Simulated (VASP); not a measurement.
Crystal: Pb.

```
CELL_PARAMETERS angstrom
-1.97966 1.97966 1.97966
1.97966 -1.97966 1.97966
1.97966 1.97966 -1.97966
ATOMIC_POSITIONS crystal
Pb 0.00000 0.00000 0.00000
```

- Program: VASP 6.6.1
- Task: relaxation of cell and atoms
- Functional: PBEsol
- Potentials or basis: VASP PAW PBE potentials, release 64 (Pb_d)
- Cutoff: 600 eV
- k mesh: 9 × 9 × 9
- Occupations: fermi-dirac, width 0.05 eV
- Spin: no spin polarisation

At the start: pressure -2.0 GPa; volume 31.03 Å³/atom.

Where does the relaxation end?

Over 3 steps the energy falls by 8.8 meV/atom and the volume is 29.66 Å³/atom (-4.4 %); space group Im-3m (No. 229, to 0.05 Å).

The path:
```
step  energy change (eV)  largest force (eV/Å)  pressure (GPa)  volume (Å³)
   1              0.0000                0.0000           -1.96        31.03
   2             -0.0084                0.0000            0.51        29.36
   3             -0.0088                0.0000            0.00        29.66
```

Final structure:
```xyz
1
Lattice="-1.9499 1.9499 1.9499 1.9499 -1.9499 1.9499 1.9499 1.9499 -1.9499" Properties=species:S:1:pos:R:3 pbc="T T T"
Pb    0.0000    0.0000    0.0000
```

Caveat: the PAW data sets were made with another functional, which shifts forces and pressure a little.
